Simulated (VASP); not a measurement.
TePb: single point with r2SCAN

The system is TePb.

```
CELL_PARAMETERS angstrom
0.00000 3.24815 3.24815
3.24815 0.00000 3.24815
3.24815 3.24815 0.00000
ATOMIC_POSITIONS crystal
Pb 0.00000 0.00000 0.00000
Te 0.50000 0.50000 0.50000
```

```
Program             : VASP 6.6.1
Task                : single point
Functional          : r2SCAN
Potentials or basis : VASP PAW PBE potentials, release 64 (Pb_d, Te)
Cutoff              : 520 eV
k mesh              : 5 × 5 × 5
Occupations         : fermi-dirac, width 0.1 eV
Spin                : no spin polarisation
```

The pressure is 0.8 GPa.

Levels at points of the mesh, in eV from the Fermi level:
| k point | band 6 | band 7 | band 8 | band 9 | band 10 | band 11 | band 12 | band 13 | band 14 | band 15 |
| --- | --- | --- | --- | --- | --- | --- | --- | --- | --- | --- |
| (0.00, 0.00, 0.00) | -13.00 | -6.29 | -2.05 | -2.05 | -2.05 | 3.71 | 3.71 | 3.71 | 5.60 | 5.60 |

Run time: 48 s on 1 thread of Intel(R) Xeon(R) Platinum 8259CL CPU @ 2.50GHz (Skylake/Cascade Lake), with other jobs on the host, peak memory 0.21 GiB.

Caveat: this odd mesh misses L, where the gap lies, so gap, dielectric constants and Born charges aren't listed; the PAW data sets were made with another functional, which shifts forces and pressure a little; spin-orbit coupling is left out, which moves the levels of the heavy elements.
